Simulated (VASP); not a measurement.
A run of VASP 6.6.1 is set up as follows.

INCAR

```
SYSTEM = AlGaN2
  PREC = Accurate
  ENCUT = 520
  EDIFF = 1E-6
  ISMEAR = 0
  SIGMA = 0.05
  LREAL = .False.
  LASPH = .True.
  NELM = 80
  ALGO = Normal
  ISIF = 2
  LWAVE = .False.
  LCHARG = .False.
  IBRION = 2
  NSW = 50
  EDIFFG = -0.01
```

Contents of KPOINTS:

```
regular mesh
0
Gamma
  8 8 6
  0 0 0
```

The input POSCAR:

```
AlGaN2
1.0
    3.2193035526      0.0000000000      0.0000000000
    0.0000000000      3.2193035526      0.0000000000
    0.0000000000      0.0000000000      3.7765649975
Al Ga N
1 1 2
Direct
    0.5000000000      0.5000000000      0.5000000000
    0.0000000000      0.0000000000      0.0000000000
    0.5000000000      0.0000000000      0.7400738390
    0.0000000000      0.5000000000      0.2599261610
```

Potentials or basis: VASP PAW LDA potentials, release 64 (Al, Ga_d, N).

Launch:

```sh
$ cat potpaw_LDA.64/Al/POTCAR potpaw_LDA.64/Ga_d/POTCAR potpaw_LDA.64/N/POTCAR > POTCAR
$ mpirun -np 1 vasp_std > vasp.out
```

Question: What does it give for the band gap on the k mesh?

Answer: 3.19 eV.

Question: What does it give for the energy gained by relaxing?

Answer: 1.7 meV/atom.

Step by step:
```tsv
step	energy change (eV)	largest force (eV/Å)	pressure (GPa)
1	0.0000	0.4139	17.68
2	-0.0066	0.0844	17.54
3	-0.0069	0.0003	17.57
```

A k mesh can miss the band edges.
